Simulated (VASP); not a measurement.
A run of VASP 6.6.1 is set up as follows.

INCAR

```
ALGO = Normal
EDIFF = 1E-6
ENCUT = 910
GGA = PE
GGA_COMPAT = False
ISIF = 2
ISMEAR = -1
LASPH = True
LCHARG = True
LELF = True
LREAL = False
LVHAR = True
LWAVE = False
NBANDS = 28
NELM = 120
PREC = Accurate
SIGMA = 0.05
```

The input KPOINTS:

```
k-points
0
Gamma
  7 7 6
```

File POSCAR:

```
SnO
1.0
    3.8395730011      0.0000000000      0.0000000000
    0.0000000000      3.8395730011      0.0000000000
    0.0000000000      0.0000000000      4.7825085140
Sn O
2 2
Direct
    0.5000000000      0.0000000000      0.7579456111
    0.0000000000      0.5000000000      0.2420543889
    0.0000000000      0.0000000000      0.0000000000
    0.5000000000      0.5000000000      0.0000000000
```

Potentials or basis: VASP PAW PBE potentials, release 64 (Sn_d, O_h).

The run is started by

```bash
$ cat potpaw_PBE.64/Sn_d/POTCAR potpaw_PBE.64/O_h/POTCAR > POTCAR
$ mpirun -np 1 vasp_std > vasp.out
```

(1) Estimate the band gap on the k mesh.

(2) Predict the pressure.

## Answers

(1) 0.28 eV, indirect (least direct gap 2.00 eV).

(2) 2.1 GPa.

Caveat: the cutoff is under 1.25 times the usual one of these potentials, so pressure, stress and relaxed cells hold a basis-set (Pulay) error; spin-orbit coupling is left out, which moves the levels of the heavy elements.
